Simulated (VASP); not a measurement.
**Sr3Sc4Ta: single point with PBE**

Sr3Sc4Ta:

```
Sr Sc Ta
1.0
     6.42202    0.00000    0.00000
     0.00000    6.42202    0.00000
     0.00000    0.00000    6.42202
Sr Sc Ta
3 4 1
Direct
  0.50000 0.00000 0.00000
  0.00000 0.50000 0.00000
  0.00000 0.00000 0.50000
  0.33337 0.33337 0.33337
  0.33337 0.66663 0.66663
  0.66663 0.66663 0.33337
  0.66663 0.33337 0.66663
  0.00000 0.00000 0.00000
```

```
Program                : VASP 6.6.1
Task                   : single point
Functional             : PBE
Potentials or basis    : VASP PAW PBE potentials, release 64 (Sr_sv, Sc_sv, Ta_pv)
Cutoff                 : 520 eV
k mesh                 : 6 × 6 × 6
Occupations            : gaussian, width 0.1 eV
Spin                   : no spin polarisation
Dipole correction      : no
Further INCAR settings : ALGO = Fast; EDIFF = 1e-06; NBANDS = 52
```

```yaml
Pressure: 0.1 GPa
Band_gap_on_the_k_mesh: zero (an odd number of electrons rules out a gap without spin polarisation)
```

Levels at points of the mesh, in eV from the Fermi level:
| k point | band 40 | band 41 | band 42 | band 43 | band 44 | band 45 |
| --- | --- | --- | --- | --- | --- | --- |
| (0.00, 0.00, 0.00) | -0.69 | -0.69 | -0.69 | -0.15 | -0.15 | 0.41 |
| (0.50, 0.00, 0.00) | -0.39 | -0.22 | -0.14 | -0.14 | 0.31 | 0.45 |
| (0.50, 0.50, 0.00) | -0.32 | -0.32 | 0.09 | 0.17 | 0.22 | 0.36 |
| (0.50, 0.50, 0.50) | 0.11 | 0.11 | 0.11 | 0.21 | 0.21 | 0.21 |

Wall time 7.3 min on 1 thread of Intel(R) Xeon(R) 6975P-C (Granite Rapids), on a shared host, peak memory 0.5 GiB.

Caveat: spin-orbit coupling is left out, which moves the levels of the heavy elements.
